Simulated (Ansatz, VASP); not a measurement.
C in VASP and in Ansatz

Contents of INCAR:

```
  PREC = Accurate
  ENCUT = 520
  EDIFF = 1E-6
  ISMEAR = 0
  SIGMA = 0.1
  LREAL = F
  LASPH = T
  NELM = 150
  ALGO = Normal
  ISIF = 2
  LWAVE = F
  LCHARG = F
  ISPIN = 2
  MAGMOM = 1 1
  LORBIT = 11
  GGA = PE
  NBANDS = 15
```

KPOINTS

```
Automatic mesh
0
Gamma
  10 8 10
```

POSCAR

```
C
1.0
    1.7966886300      0.0000000000      0.0000000000
    0.0000000000      2.2282488500      0.0000000000
    0.0000000000      0.0000000000      1.8262882000
C
2
Direct
    0.5000000000      0.0000000000      0.8156311700
    0.0000000000      0.5000000000      0.1843688300
```

Input for Ansatz:

```yaml
crystal:
  lattice:
    - [1.79668863, 0.0, 0.0]
    - [0.0, 2.22824885, 0.0]
    - [0.0, 0.0, 1.8262882]
  atoms:
    - { symbol: C, position: [0.5, 0.0, 0.81563117], spin: 1.0 }
    - { symbol: C, position: [0.0, 0.5, 0.18436883], spin: 1.0 }
basis:
  ecutwfc: 420
kpoints:
  mp_grid: { grid: [10, 8, 10] }
hamiltonian:
  xc: pbe
scf:
  occupations: { method: gaussian, width: 0.1 }
  lower_state_search: "off"
output:
  forces: true
  stress: true
  eigenvalues: true
  populations: true
magnetization:
  spin_polarized: true
```

Alike in both runs: task single point; functional PBE; k mesh 10 × 8 × 10; occupations gaussian, width 0.1 eV; collinear spin.

```csv
,VASP,Ansatz
version,VASP 6.6.1,Ansatz 0.2.0
potentials or method,"VASP PAW PBE potentials, release 64 (C), cutoff 520 eV","scalar-relativistic, plane waves, PAW"
valence electrons in the cell,8,8
```

```tsv
	VASP	Ansatz	Ansatz less VASP
gap on the k mesh at the Fermi level (eV)	none	none	-
rms of the force components (eV/Å)	2.172	2.190	+0.0174
net moment per atom (μB)	0.00	0.00	0.000
```

Atom by atom the forces differ by 0.017 eV/Å (rms over components). A gap of «none» marks a metal or a gap that the smearing closes. With one functional, cell and mesh, what is left measures potentials, basis and numerics. Ansatz's warnings: seeded moment not kept.
